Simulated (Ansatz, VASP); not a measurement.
## HfC: VASP beside Ansatz

INCAR

```
SYSTEM = HfC
  PREC = Accurate
  ENCUT = 520
  EDIFF = 1E-8
  ISMEAR = -1
  SIGMA = 0.05
  LREAL = .FALSE.
  LASPH = .TRUE.
  NELM = 60
  ALGO = Normal
  ISIF = 2
  LWAVE = .FALSE.
  LCHARG = .FALSE.
  GGA = PE
  LEFG = .TRUE.
  NBANDS = 14
```

KPOINTS

```
Automatic mesh
0
G
  15 15 15
  0 0 0
```

POSCAR

```
HfC
1.0
    0.0000000000      2.3093955030      2.3093955030
    2.3093955030      0.0000000000      2.3093955030
    2.3093955030      2.3093955030      0.0000000000
Hf C
1 1
Direct
    0.5000000000      0.5000000000      0.5000000000
    0.0000000000      0.0000000000      0.0000000000
```

Input for Ansatz:

```yaml
crystal:
  lattice:
    - [0.0, 2.309395503, 2.309395503]
    - [2.309395503, 0.0, 2.309395503]
    - [2.309395503, 2.309395503, 0.0]
  atoms:
    - { symbol: Hf, position: [0.5, 0.5, 0.5] }
    - { symbol: C, position: [0.0, 0.0, 0.0] }
kpoints:
  mp_grid: { grid: [15, 15, 15] }
scf:
  occupations: { method: fermi_dirac, width: 0.05 }
hamiltonian:
  xc: pbe
  pseudopotentials: { kind: paw }
output:
  forces: true
  stress: true
  eigenvalues: true
  efg: { contact_densities: true }
```

Change from the starting cell: volume scaled by 0.98, PAW files.

Alike in both runs: task electric field gradients; functional PBE; k mesh 15 × 15 × 15; occupations fermi-dirac, width 0.05 eV; no spin polarisation.

```csv
,VASP,Ansatz
version,VASP 6.6.1,Ansatz 0.2.0
potentials or method,"VASP PAW PBE potentials, release 64 (Hf_pv, C)","PAW with Ansatz's default frozen-core files, scalar-relativistic"
plane-wave cutoff (eV),520,420
valence electrons in the cell,14,30
```

Ansatz gave:

- pressure (GPa): 5.1

Task: Which values does VASP return?

Result: Pressure (GPa): 4.6.

With one functional, cell and mesh, what is left measures potentials, basis and numerics. VASP's potentials hold 14 valence electrons a cell and Ansatz's 30, so a difference there can come from the potentials and not from the codes.

Spin-orbit coupling is off throughout.
